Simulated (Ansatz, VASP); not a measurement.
**Si5O: VASP beside Ansatz**

```
CELL_PARAMETERS angstrom
4.73851 0.00000 0.00000
-2.36926 4.10367 0.00000
0.00000 0.00000 7.93868
ATOMIC_POSITIONS crystal
Si 0.00000 0.00000 0.88918
Si 0.00000 0.00000 0.11082
Si 0.50000 0.00000 0.00000
Si 0.00000 0.50000 0.00000
Si 0.50000 0.50000 0.00000
O 0.00000 0.00000 0.50000
```

Alike in both runs: task single point; functional PBE; k mesh 6 × 6 × 2; occupations gaussian, width 0.1 eV; collinear spin.

|  | VASP | Ansatz |
| --- | --- | --- |
| version | VASP 6.6.1 | Ansatz 0.2.0 |
| potentials or method | VASP PAW PBE potentials, release 64 (Si, O), cutoff 520 eV | scalar-relativistic, plane waves, PAW |
| valence electrons in the cell | 26 | 26 |

VASP gave:

```
gap on the k mesh at the Fermi level (eV)                     : none
pressure (GPa)                                                : 14.6
traceless stress, the component that is largest in VASP (GPa) : 13.99
rms of the force components (eV/Å)                            : 6.374
net moment per atom (μB)                                      : 0.20
size of the moment on the site where the two differ most (μB) : 1.13
```

**Question.** What did Ansatz give for the same quantities?

**Answer.** gap on the k mesh at the Fermi level (eV): none; pressure (GPa): 14.8; traceless stress, the component that is largest in VASP (GPa): 14.19; rms of the force components (eV/Å): 6.439; net moment per atom (μB): 0.20; size of the moment on the site where the two differ most (μB): 1.41.

Site moments also hang on the region over which each program counts them. Atom by atom the forces differ by 0.065 eV/Å (rms over components). A gap of «none» marks a metal or a gap that the smearing closes.

The k mesh is coarse, so the values compare programs but aren't converged.
